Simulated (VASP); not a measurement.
SiO2: single point with PBE

SiO2:

```
Si O
1.0
     4.97559    0.00000    0.00000
     0.00000    4.97559    0.00000
     0.00000    0.00000    6.90089
Si O
4 8
Direct
  0.80325 0.80325 0.50000
  0.69675 0.30325 0.25000
  0.30325 0.69675 0.75000
  0.19675 0.19675 0.00000
  0.76176 0.11039 0.43204
  0.88961 0.23824 0.06796
  0.11039 0.76176 0.56796
  0.26176 0.38961 0.81796
  0.23824 0.88961 0.93204
  0.73824 0.61039 0.31796
  0.38961 0.26176 0.18204
  0.61039 0.73824 0.68204
```

```yaml
Program: VASP 6.6.1
Task: single point
Functional: PBE
Potentials_or_basis: VASP PAW PBE potentials, release 64 (Si, O)
Cutoff: 600 eV
k_mesh: 4 × 4 × 2
Occupations: fermi-dirac, width 0.03 eV
Spin: no spin polarisation
```

The pressure is 4.7 GPa and the largest force is 0.271 eV/Å. The band gap on the k mesh is 5.73 eV.

Forces in eV/Å, atoms in the order of the input:
```
Si  -0.025 -0.025  0.000
Si   0.025 -0.025  0.000
Si  -0.025  0.025  0.000
Si   0.025  0.025  0.000
O    0.041  0.156  0.218
O   -0.156 -0.041 -0.218
O    0.156  0.041 -0.218
O    0.041 -0.156 -0.218
O   -0.041 -0.156  0.218
O   -0.041  0.156 -0.218
O   -0.156  0.041  0.218
O    0.156 -0.041  0.218
```

Stress tensor (GPa, compression positive):
```
4.61 0.00 0.00
0.00 4.61 0.00
0.00 0.00 4.76
```

Levels at points of the mesh, in eV from the valence-band top:
| k point | band 28 | band 29 | band 30 | band 31 | band 32 | band 33 | band 34 | band 35 | band 36 | band 37 |
| --- | --- | --- | --- | --- | --- | --- | --- | --- | --- | --- |
| (0.00, 0.00, 0.00) | -1.27 | -0.68 | -0.31 | -0.31 | 0.00 | 5.73 | 8.83 | 8.83 | 9.32 | 9.32 |
| (0.50, 0.00, 0.00) | -1.00 | -0.65 | -0.65 | -0.49 | -0.49 | 7.78 | 7.78 | 9.27 | 9.27 | 9.83 |
| (0.50, 0.50, 0.00) | -1.31 | -0.59 | -0.59 | -0.53 | -0.53 | 8.74 | 8.74 | 8.85 | 8.85 | 9.78 |
| (0.00, 0.00, 0.50) | -0.85 | -0.54 | -0.54 | -0.39 | -0.39 | 7.00 | 7.00 | 9.42 | 9.42 | 9.73 |
| (0.50, 0.00, 0.50) | -1.00 | -0.92 | -0.92 | -0.18 | -0.18 | 8.10 | 8.10 | 9.02 | 9.02 | 9.38 |
| (0.50, 0.50, 0.50) | -1.34 | -0.61 | -0.61 | -0.61 | -0.61 | 9.24 | 9.24 | 9.24 | 9.24 | 9.88 |

Wall time 76 s on 1 thread of AMD EPYC 7R13 Processor (Zen 3), with other jobs on the host, peak memory 0.28 GiB.

Caveat: the k points lie up to 0.46 Å⁻¹ apart.
